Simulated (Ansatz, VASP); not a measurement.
## Two plane-wave programs on Ti2O

```
CELL_PARAMETERS angstrom
-1.47572 -2.55602 0.00000
1.47572 -2.55602 0.00000
0.00000 0.00000 9.32801
ATOMIC_POSITIONS crystal
Ti 0.33333 0.33333 0.91289
Ti 0.33333 0.33333 0.39681
Ti 0.66667 0.66667 0.11927
Ti 0.66667 0.66667 0.63535
O 0.00000 0.00000 0.25804
O 0.00000 0.00000 0.77412
```

Alike in both runs: task single point; functional r2SCAN; k mesh 18 × 18 × 5; occupations gaussian, width 0.15 eV; no spin polarisation.

```csv
,VASP,Ansatz
version,VASP 6.6.1,Ansatz 0.2.0
potentials or method,"VASP PAW PBE potentials, release 64 (Ti_sv, O), cutoff 520 eV","scalar-relativistic, plane waves, PAW"
valence electrons in the cell,60,60
```

|  | VASP | Ansatz | Ansatz less VASP |
| --- | --- | --- | --- |
| gap on the k mesh at the Fermi level (eV) | none | none | - |
| pressure (GPa) | 8.8 | 7.7 | -1.10 |
| traceless stress, the component that is largest in VASP (GPa) | 10.31 | 10.28 | -0.024 |
| rms of the force components (eV/Å) | 0.996 | 1.002 | +0.0064 |

VASP's potentials were made for PBE, not for r2SCAN. Atom by atom the forces differ by 0.021 eV/Å (rms over components). A gap of «none» marks a metal or a gap that the smearing closes.
